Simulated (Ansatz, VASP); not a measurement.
TaN: VASP beside Ansatz

```
Ta N
1.0
     2.66935    0.00000    0.00000
    -1.33468    2.31173    0.00000
     0.00000    0.00000    2.61938
Ta N
1 1
Direct
  0.33333 0.66667 0.50000
  0.00000 0.00000 0.00000
```

Change from the starting cell: volume scaled by 0.75, PAW files.

Alike in both runs: task electric field gradients; functional r2SCAN; k mesh 11 × 11 × 10; occupations fermi-dirac, width 0.03 eV; no spin polarisation.

```csv
,VASP,Ansatz
version,VASP 6.6.1,Ansatz 0.2.0
potentials or method,"VASP PAW PBE potentials, release 64 (Ta_pv, N)","PAW with Ansatz's default frozen-core files, scalar-relativistic"
plane-wave cutoff (eV),520,500
valence electrons in the cell,16,18
```

|  | VASP | Ansatz | Ansatz less VASP |
| --- | --- | --- | --- |
| pressure (GPa) | 194.7 | 188.5 | -6.23 |
| traceless stress, the component that is largest in VASP (GPa) | 15.28 | 14.64 | -0.637 |
| size of Vzz on the site where it differs most (V/Å²) | 71.1 | 35.7 | -35.42 |

VASP's potentials were made for PBE, not for r2SCAN. Both programs put the cell under a high pressure, so it lies far from rest at this level. VASP's potentials hold 16 valence electrons a cell and Ansatz's 18, so a difference there can come from the potentials and not from the codes.

Spin-orbit coupling is off throughout. Noted on VASP's run: the cell as given lies far from equilibrium.
